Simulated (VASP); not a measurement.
BeS, 2 atoms in the cell. It takes space group I-4m2 (No. 119, tetragonal). The conventional cell has a = 3.430 Å, b = 3.430 Å, c = 4.929 Å, α = 90.00°, β = 90.00°, γ = 90.00°. Be (site symmetry -4m2) has 4 S at 2.11 Å within 2.8 Å. Within 2.8 Å of S (site symmetry -4m2) lie 4 Be at 2.11 Å.  This cell differs from its parent crystal: volume 14.494 Å^3 an atom, c/a of the conventional cell 1.0162.

| Item | Value |
| --- | --- |
| Program | VASP 6.6.1 |
| Task | single point |
| Functional | PBEsol |
| Potentials or basis | VASP PAW PBE potentials, release 64 (Be, S) |
| Cutoff | 520 eV |
| k mesh | 10 × 10 × 10 |
| Occupations | gaussian, width 0.05 eV |
| Spin | no spin polarisation |
| Dipole correction | no |
| Further INCAR settings | ALGO = Normal; EDIFF = 1e-06; NBANDS = 11 |

Potentials or basis: VASP PAW PBE potentials, release 64 (Be, S).

Command:

```console
$ cat potpaw_PBE.64/Be/POTCAR potpaw_PBE.64/S/POTCAR > POTCAR
$ mpirun -np 1 vasp_std > vasp.out
```

Hardware: 1 thread of AMD EPYC 7R13 Processor (Zen 3) (shared host).

Task: Estimate the wall time of this run.

Result: Wall time 22 s on 1 thread of AMD EPYC 7R13 Processor (Zen 3), on a shared host, peak memory 0.14 GiB. Counts: scf iterations 12, k points 102.
